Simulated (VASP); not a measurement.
CoSi (rocksalt type): single point with PBE

The system is CoSi (rocksalt type).

```
Co Si
1.0
     0.00000    2.28470    2.28470
     2.28470    0.00000    2.28470
     2.28470    2.28470    0.00000
Co Si
1 1
Direct
  0.00000 0.00000 0.00000
  0.50000 0.50000 0.50000
```

This cell differs from its parent crystal: volume scaled by 0.94.

```
Program                : VASP 6.6.1
Task                   : single point
Functional             : PBE
Potentials or basis    : VASP PAW PBE potentials, release 64 (Co, Si)
Cutoff                 : 520 eV
k mesh                 : 16 × 16 × 16
Occupations            : fermi-dirac, width 0.1 eV
Spin                   : no spin polarisation
Dipole correction      : no
Further INCAR settings : ALGO = Normal; EDIFF = 1e-06; NBANDS = 14
```

- Pressure: 11.3 GPa

Levels at points of the mesh, in eV from the Fermi level:
| k point | band 3 | band 4 | band 5 | band 6 | band 7 | band 8 | band 9 | band 10 |
| --- | --- | --- | --- | --- | --- | --- | --- | --- |
| (0.00, 0.00, 0.00) | -2.13 | -2.13 | -2.02 | -2.02 | 4.67 | 4.67 | 4.67 | 11.01 |
| (0.50, 0.00, 0.00) | -3.19 | -3.19 | -1.01 | -1.01 | -0.25 | 6.90 | 6.90 | 6.97 |
| (0.50, 0.50, 0.00) | -3.41 | -1.52 | -0.75 | -0.75 | 0.04 | 0.04 | 0.27 | 5.30 |

It took 24 s on 1 thread of Intel(R) Xeon(R) Platinum 8259CL CPU @ 2.50GHz (Skylake/Cascade Lake), on a shared host, peak memory 0.18 GiB.

 Spin polarisation is off, so any magnetic state and its effect on volume and gap are missing.
